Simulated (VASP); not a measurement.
Crystal: GaN.

```
Ga N
1.0
     0.00000    2.26842    2.26842
     2.26842    0.00000    2.26842
     2.26842    2.26842    0.00000
Ga N
1 1
Direct
  0.00000 0.00000 0.00000
  0.25000 0.25000 0.25000
```

Base run:

| Item | Value |
| --- | --- |
| Program | VASP 6.6.1 |
| Functional | PBEsol |
| Dispersion | D3(BJ) |
| Potentials or basis | VASP PAW PBE potentials, release 64 (Ga_d, N) |
| Cutoff | 520 eV |
| k mesh | 10 × 10 × 10 |
| Occupations | fermi-dirac, width 0.05 eV |
| Spin | no spin polarisation |

Its results: band gap on the k mesh 1.56 eV, direct; pressure -7.8 GPa.

After a change of settings the same cell gave: band gap on the k mesh 1.56 eV, direct; pressure -4.8 GPa. Which change was it?
A. functional from PBEsol to PBE; dispersion from D3(BJ) to none
B. functional from PBEsol to r2SCAN; further incar settings from ALGO = Normal; EDIFF = 1e-06; NBANDS = 16 to ALGO = Normal; EDIFF = 1e-07; NBANDS = 16
C. functional from PBEsol to BLYP; further incar settings from ALGO = Normal; EDIFF = 1e-06; NBANDS = 16 to ALGO = Normal; EDIFF = 1e-07; NBANDS = 16
D. dispersion from D3(BJ) to none

D.

Dispersion adds attraction, which lowers the pressure at fixed volume and, as a term added to the energy, leaves the levels alone.

Caveats: the PAW data sets were made with another functional, which shifts forces and pressure a little.
